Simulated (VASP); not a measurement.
# LuH2 (Fm-3m) in VASP: a series of runs

The runs below take LuH2 through electric field gradients, with LDA.

Program: VASP 6.6.1. These are calculated values, not measurements. Logs are shortened: lines on timing, memory, paths and dates and some standing lists are left out, and cuts for length are marked.

## Step 1: The cell of the first run

It takes space group Fm-3m (No. 225, cubic). The conventional cell has a = 4.965 Å, b = 4.965 Å, c = 4.965 Å, α = 90.00°, β = 90.00°, γ = 90.00°. Within 2.8 Å of Lu (site symmetry m-3m) lie 8 H at 2.15 Å. Within 2.8 Å of H (site symmetry -43m) lie 4 Lu at 2.15 Å and 6 H at 2.48 Å.

## Step 2: Electric field gradients, LDA (volume scaled by 0.96)

File INCAR:

```
SYSTEM = LuH2
PREC = Accurate ; ENCUT = 520
EDIFF = 1E-8 ; ISMEAR = -1
SIGMA = 0.02 ; LREAL = .False.
LASPH = .True. ; NELM = 100
ALGO = Normal ; ISIF = 2
LWAVE = .False. ; LCHARG = .False.
GGA = CA ; LEFG = .True.
NBANDS = 20
```

File KPOINTS:

```
Automatic mesh
0
Gamma
  8 8 8
  0 0 0
```

File POSCAR:

```
LuH2
1.0
    0.0000000000      2.4824890740      2.4824890740
    2.4824890740      0.0000000000      2.4824890740
    2.4824890740      2.4824890740      0.0000000000
Lu H
1 2
Direct
    0.0000000000      0.0000000000      0.0000000000
    0.2500000000      0.2500000000      0.2500000000
    0.7500000000      0.7500000000      0.7500000000
```

Potentials or basis: VASP PAW PBE potentials, release 64 (Lu, H).

On the command line:

```bash
cat potpaw_PBE.64/Lu/POTCAR potpaw_PBE.64/H/POTCAR > POTCAR
mpirun -np 1 vasp_std > vasp.out
```

OUTCAR:

```text
SYSTEM = LuH2
   PREC = Accurate
   ENCUT = 520
   EDIFF = 1E-8
   ISMEAR = -1
   LREAL = .False.
   LASPH = .True.
   NELM = 100
   ISIF = 2
   GGA = CA

 ion  position               nearest neighbor table
   1  0.000  0.000  0.000-   3 2.15   3 2.15   3 2.15   2 2.15   3 2.15   2 2.15   2 2.15   2 2.15

   2  0.250  0.250  0.250-   1 2.15   1 2.15   1 2.15   1 2.15
   3  0.750  0.750  0.750-   1 2.15   1 2.15   1 2.15   1 2.15

  LATTYP: Found a face centered cubic cell.
 ALAT       =     4.9649781480

  Lattice vectors:

 A1 = (   0.0000000000,   2.4824890740,   2.4824890740)
 A2 = (   2.4824890740,   0.0000000000,   2.4824890740)
 A3 = (   2.4824890740,   2.4824890740,   0.0000000000)

Analysis of symmetry for initial positions (statically):
=====================================================================
 Subroutine PRICEL returns:
 Original cell was already a primitive cell.

 Routine SETGRP: Setting up the symmetry group for a
 face centered cubic supercell.

 Subroutine GETGRP returns: Found 48 space group operations
 (whereof 48 operations were pure point group operations)
 out of a pool of 48 trial point group operations.

The static configuration has the point symmetry O_h .

Analysis of symmetry for dynamics (positions and initial velocities):
=====================================================================
 Subroutine PRICEL returns:
 Original cell was already a primitive cell.

 Routine SETGRP: Setting up the symmetry group for a
 face centered cubic supercell.

 Subroutine GETGRP returns: Found 48 space group operations
 (whereof 48 operations were pure point group operations)
 out of a pool of 48 trial point group operations.

The dynamic configuration has the point symmetry O_h .

 Subroutine INISYM returns: Found 48 space group operations
 (whereof 48 operations are pure point group operations),
 and found     1 'primitive' translations

----------------------------------------------------------------------------------------

                                     Primitive cell

  volume of cell :      30.5979

  direct lattice vectors                    reciprocal lattice vectors
     0.000000000  2.482489074  2.482489074    -0.201410756  0.201410756  0.201410756
     2.482489074  0.000000000  2.482489074     0.201410756 -0.201410756  0.201410756
     2.482489074  2.482489074  0.000000000     0.201410756  0.201410756 -0.201410756

  length of vectors
     3.510769717  3.510769717  3.510769717     0.348853662  0.348853662  0.348853662

  position of ions in fractional coordinates (direct lattice)
     0.000000000  0.000000000  0.000000000
     0.250000000  0.250000000  0.250000000
     0.750000000  0.750000000  0.750000000

  ion indices of the primitive-cell ions
   primitive index   ion index
                 1           1
                 2           2
                 3           3

----------------------------------------------------------------------------------------

 KPOINTS: Automatic mesh

Automatic generation of k-mesh.
 Grid dimensions read from file:
 generate k-points for:    8    8    8

 Generating k-lattice:

  Cartesian coordinates                     Fractional coordinates (reciprocal lattice)
    -0.025176344  0.025176344  0.025176344     0.125000000  0.000000000  0.000000000
     0.025176344 -0.025176344  0.025176344     0.000000000  0.125000000  0.000000000
     0.025176344  0.025176344 -0.025176344     0.000000000  0.000000000  0.125000000

  Length of vectors
     0.043606708  0.043606708  0.043606708

  Shift w.r.t. Gamma in fractional coordinates (k-lattice)
     0.000000000  0.000000000  0.000000000

 Subroutine IBZKPT returns following result:
 ===========================================

 Found     29 irreducible k-points:

 Following reciprocal coordinates:
            Coordinates               Weight
  0.000000  0.000000  0.000000      1.000000
  0.125000  0.000000  0.000000      8.000000
  0.250000  0.000000  0.000000      8.000000
  0.375000  0.000000  0.000000      8.000000
  0.500000  0.000000  0.000000      4.000000
  0.125000  0.125000  0.000000      6.000000
[... 16 lines left out ...]
  0.500000  0.250000  0.125000     48.000000
 -0.375000  0.250000  0.125000     24.000000
 [... further k-points ...]
   k-points           NKPTS =     29   k-points in BZ     NKDIM =     29   number of bands    NBANDS=     20
   number of dos      NEDOS =    301   number of ions     NIONS =      3
   total plane-waves  NPLWV =  21952
   dimension x,y,z NGX =    28 NGY =   28 NGZ =   28
   dimension x,y,z NGXF=    56 NGYF=   56 NGZF=   56
   ions per type =               1   2
   NGX,Y,Z   is equivalent  to a cutoff of  13.26, 13.26, 13.26 a.u.
   NGXF,Y,Z  is equivalent  to a cutoff of  26.52, 26.52, 26.52 a.u.
 SYSTEM =  LuH2
   PREC   = accura    normal or accurate (medium, high low for compatibility)
   ISTART =      0    job   : 0-new  1-cont  2-samecut
   ICHARG =      2    charge: 1-file 2-atom 10-const
   ISPIN  =      1    spin polarized calculation?
   LNONCOLLINEAR =      F non collinear calculations
   LSORBIT =      F    spin-orbit coupling
   LASPH  =      T    aspherical Exc in radial PAW
   ENCUT  =  520.0 eV  38.22 Ry    6.18 a.u.   6.53  6.53  6.53*2*pi/ulx,y,z
   NELM   =    100;   NELMIN=  2; NELMDL= -5     # of ELM steps
   EDIFF  = 0.1E-07   stopping-criterion for ELM
   LREAL  =      F    real-space projection
   EDIFFG = 0.1E-06   stopping-criterion for IOM
   NSW    =      0    number of steps for IOM
   IBRION =     -1    ionic relax: 0-MD 1-quasi-New 2-CG
   NFREE  =      0    steps in history (QN), initial steepest desc. (CG)
   ISIF   =      2    stress and relaxation
   ISYM   =      2    0-nonsym 1-usesym 2-fastsym
   POTIM  = 0.5000    time-step for ionic-motion
   TEBEG  =    0.0;   TEEND  =   0.0 temperature during run
   PSTRESS=    0.0 pullay stress
   NELECT =      27.0000    total number of electrons
   NUPDOWN=      -1.0000    fix difference up-down
   EMIN   =  10.00;   EMAX   =-10.00  energy-range for DOS
   EFERMI =   0.00;   METHOD = LEGACY
   ISMEAR =    -1;   SIGMA  =   0.02  broadening in eV -4-tet -1-fermi 0-gaus
   EFERMI_NEDOS =   21; number of points for ismear=-14 and -15
   IALGO  =     38    algorithm
   IMIX   =      4    mixing-type and parameters
     AMIX     =   0.40;   BMIX     =  1.00
     AMIX_MAG =   1.60;   BMIX_MAG =  1.00
  volume/ion in A,a.u.               =      10.20        68.83
  Fermi-wavevector in a.u.,A,eV,Ry     =   1.570238  2.967319 33.547158  2.465647
  Thomas-Fermi vector in A             =   2.672001
   LORBIT       =      0    0 simple, 1 ext, 2 COOP (PROOUT), +10 PAW based schemes
   GGA     = CA    functional components
   LHFCALC =     F    Hartree Fock is set to
   AEXX    =    0.0000 exact exchange contribution
   IVDW    =     0    specifies the selected vdW correction
   LEPSILON=     F    determine dielectric tensor
   LRPA    =     F    only Hartree local field effects (RPA)
 non-spin polarized calculation
  energy-cutoff  :      520.00
  volume of cell :       30.60
 maximum number of plane-waves:       869
 NGX is ok and might be reduce to    28
   NGX = 13   NGY = 13   NGZ = 13

 number of electron      26.9999997 magnetization

 Free energy of the ion-electron system (eV)
  ---------------------------------------------------
  ext. energy  EPLUGINS =         0.00000000
  ---------------------------------------------------
  free energy    TOTEN  =       -14.05234650 eV

  energy without entropy =      -14.04896206  energy(sigma->0) =      -14.05065428

 E-fermi :   2.5472     XC(G=0): -11.5889

 val. band max:        2.5432653846   @ k =   0.3750   0.2500   0.0000
 cond. band min:       2.5695931335   @ k =   0.5000   0.2500   0.1250
 fundamental gap:      0.0263277489
 Fermi energy:         2.5472148198

 k-point     1 :       0.0000    0.0000    0.0000
  band No.  band energies     occupation
      1     -53.2166      2.00000
      2     -23.9101      2.00000
      3     -23.9101      2.00000
      4     -23.9101      2.00000
      5      -6.8568      2.00000
      6      -2.6894      2.00000
[... 12 lines left out ...]
     19      13.0119      0.00000
     20      15.1887      0.00000

 k-point     2 :       0.1250    0.0000    0.0000
  band No.  band energies     occupation
      1     -53.2126      2.00000
      2     -23.9908      2.00000
      3     -23.9199      2.00000
      4     -23.9199      2.00000
      5      -6.4783      2.00000
      6      -2.6931      2.00000
[... 12 lines left out ...]
     19      11.6754      0.00000
     20      16.0637      0.00000

 k-point     3 :       0.2500    0.0000    0.0000
  band No.  band energies     occupation
      1     -53.2028      2.00000
      2     -24.1794      2.00000
      3     -23.9433      2.00000
      4     -23.9433      2.00000
      5      -5.5141      2.00000
      6      -2.6977      2.00000
[... 12 lines left out ...]
     19      10.9947      0.00000
     20      13.6564      0.00000

 k-point     4 :       0.3750    0.0000    0.0000
  band No.  band energies     occupation
      1     -53.1930      2.00000
      2     -24.3600      2.00000
      3     -23.9666      2.00000
      4     -23.9666      2.00000
      5      -4.5254      2.00000
      6      -2.6735      2.00000
[... 12 lines left out ...]
     19      10.5408      0.00000
     20      12.9436      0.00000

 k-point     5 :       0.5000    0.0000    0.0000
  band No.  band energies     occupation
      1     -53.1889      2.00000
      2     -24.4326      2.00000
      3     -23.9761      2.00000
      4     -23.9761      2.00000
      5      -4.1710      2.00000
      6      -2.6428      2.00000
[... 12 lines left out ...]
     19       9.2479      0.00000
     20      14.1316      0.00000
[... 353 lines left out ...]
      6      -2.5910      2.00000
[... 12 lines left out ...]
     19       9.3666      0.00000
     20      10.0410      0.00000

 k-point    22 :       0.3750    0.2500    0.1250
  band No.  band energies     occupation
      1     -53.1955      2.00000
      2     -24.2282      2.00000
      3     -24.0363      2.00000
      4     -23.9740      2.00000
      5      -4.6494      2.00000
      6      -2.7108      2.00000
[... 12 lines left out ...]
     19      11.3161      0.00000
     20      12.3643      0.00000

 k-point    23 :       0.5000    0.2500    0.1250
  band No.  band energies     occupation
      1     -53.1876      2.00000
      2     -24.3217      2.00000
      3     -24.0970      2.00000
      4     -24.0017      2.00000
      5      -3.6838      2.00000
      6      -2.6862      2.00000
[... 12 lines left out ...]
     19      11.1120      0.00000
     20      12.2723      0.00000

 k-point    24 :      -0.3750    0.2500    0.1250
  band No.  band energies     occupation
      1     -53.1844      2.00000
      2     -24.3606      2.00000
      3     -24.1181      2.00000
      4     -24.0163      2.00000
      5      -3.3624      2.00000
      6      -2.6415      2.00000
[... 12 lines left out ...]
     19      11.0672      0.00000
     20      12.3549      0.00000

 [... further k-points ...]
[... 5 lines left out ...]
  --------------------------------------------------------------------------------------
  -------------------------------------------------------------------------------------
  Total       -0.5081268     -0.5081268     -0.5081268      0.0000000     -0.0000000      0.0000000
  in kB      -26.6066795    -26.6066795    -26.6066795      0.0000000     -0.0000000      0.0000000
  external PRESSURE =     -26.6066795 kB  Pullay stress =       0.0000000 kB

 VOLUME and BASIS-vectors are now :
 -----------------------------------------------------------------------------
  energy-cutoff  :      520.00
  volume of cell :       30.60
      direct lattice vectors                 reciprocal lattice vectors
     0.000000000  2.482489074  2.482489074    -0.201410756  0.201410756  0.201410756
     2.482489074  0.000000000  2.482489074     0.201410756 -0.201410756  0.201410756
     2.482489074  2.482489074  0.000000000     0.201410756  0.201410756 -0.201410756

 POSITION                                       TOTAL-FORCE (eV/Angst)
 -----------------------------------------------------------------------------------
      0.00000      0.00000      0.00000         0.000000      0.000000      0.000000
      1.24124      1.24124      1.24124         0.000000     -0.000000      0.000000
      3.72373      3.72373      3.72373        -0.000000      0.000000     -0.000000
 -----------------------------------------------------------------------------------
    total drift:                               -0.000000     -0.000000     -0.000000

  FREE ENERGIE OF THE ION-ELECTRON SYSTEM (eV)
  ---------------------------------------------------
  free  energy   TOTEN  =       -14.0523464974 eV

  energy  without entropy=      -14.0489620596  energy(sigma->0) =      -14.05065428

 Electric field gradients (V/A^2)
---------------------------------------------------------------------
 ion       V_xx      V_yy      V_zz      V_xy      V_xz      V_yz
---------------------------------------------------------------------
   1       0.000    -0.000    -0.000     0.002     0.002     0.002
   2      -0.000    -0.000     0.000     0.001     0.001     0.001
   3      -0.000    -0.000     0.000     0.001     0.001     0.001
---------------------------------------------------------------------

 Electric field gradients after diagonalization (V/A^2)
 (convention: |V_zz| > |V_xx| > |V_yy|)
----------------------------------------------------------------------
 ion       V_xx      V_yy      V_zz     asymmetry (V_yy - V_xx)/ V_zz
----------------------------------------------------------------------
   1      -0.002    -0.002     0.005       0.000
   2      -0.001    -0.001     0.002       0.000
   3      -0.001    -0.001     0.002       0.000
----------------------------------------------------------------------

           NMR quadrupolar parameters

 Cq : quadrupolar parameter    Cq=e*Q*V_zz/h
 eta: asymmetry parameters     (V_yy - V_xx)/ V_zz
 Q  : nuclear electric quadrupole moment in mb (millibarn)
----------------------------------------------------------------------
 ion       Cq(MHz)       eta       Q (mb)
----------------------------------------------------------------------
   1       0.000       0.000       1.000
   2       0.000       0.000       1.000
   3       0.000       0.000       1.000
----------------------------------------------------------------------
```

It took 10 s on 1 thread of Intel Xeon 6975P-C (Granite Rapids), shared host; peak memory 0.16 GiB.

What came out:

| Property | Result |
| --- | --- |
| Free energy | -14.0523 eV |
| Pressure | -2.7 GPa |

Caveat: without QUAD_EFG the Cq values of the log hold for a quadrupole moment of 1 mb, not for the nuclei; the PAW data sets were made with another functional, which shifts forces and pressure a little; spin-orbit coupling is left out, which moves the levels of the heavy elements.

(Continued in part 2 of 4.)
